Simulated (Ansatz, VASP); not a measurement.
## ZnB4: VASP beside Ansatz

```xyz
5
Lattice="4.7823 0.0000 0.0000 0.0000 4.7823 0.0000 0.0000 0.0000 2.1568" Properties=species:S:1:pos:R:3 pbc="T T T"
Zn    0.0000    0.0000    1.0784
B     1.5311    1.5311    1.0784
B     3.2513    3.2513    1.0784
B     1.5311    3.2513    1.0784
B     3.2513    1.5311    1.0784
```

Alike in both runs: functional PBE; k mesh 8 × 8 × 18; occupations gaussian, width 0.1 eV; no spin polarisation.

Ansatz relaxed the structure, and its values are those at the end. VASP's run is a single point on that final structure, the one shown.

```csv
,VASP,Ansatz
version,VASP 6.6.1,Ansatz 0.2.0
potentials or method,"VASP PAW PBE potentials, release 64 (Zn, B), cutoff 520 eV","scalar-relativistic, plane waves, PAW"
valence electrons in the cell,24,24
```

```tsv
	VASP	Ansatz	Ansatz less VASP
gap on the k mesh at the Fermi level (eV)	none	none	-
pressure (GPa)	0.2	0.0	-0.24
rms of the force components (eV/Å)	0.004	0.000	-0.0034
```

A gap of «none» marks a metal or a gap that the smearing closes. The functional is the same, so the differences come from potentials, cutoffs and numerics.
